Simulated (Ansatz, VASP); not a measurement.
One calculation of BAs, two programs

```xyz
2
Lattice="0.0000 2.4043 2.4043 2.4043 0.0000 2.4043 2.4043 2.4043 0.0000" Properties=species:S:1:pos:R:3 pbc="T T T"
As    3.6065    3.6065    3.6065
B     0.0000    0.0000    0.0000
```

Alike in both runs: task single point; functional PBE; k mesh 10 × 10 × 10; occupations fermi-dirac, width 0.05 eV; non-collinear spin, spin-orbit coupling.

|  | VASP | Ansatz |
| --- | --- | --- |
| version | VASP 6.6.1 | Ansatz 0.2.0 |
| potentials or method | VASP PAW PBE potentials, release 64 (As, B) | Ansatz PAW |
| plane-wave cutoff (eV) | 520 | 420 |
| valence electrons in the cell | 8 | 18 |

|  | VASP | Ansatz | Ansatz less VASP |
| --- | --- | --- | --- |
| pressure (GPa) | 0.7 | 0.0 | -0.63 |
| net moment per atom (μB) | 0.00 | 0.00 | 0.000 |

With one functional, cell and mesh, what is left measures potentials, basis and numerics. VASP's potentials hold 8 valence electrons a cell and Ansatz's 18, so a difference there can come from the potentials and not from the codes.
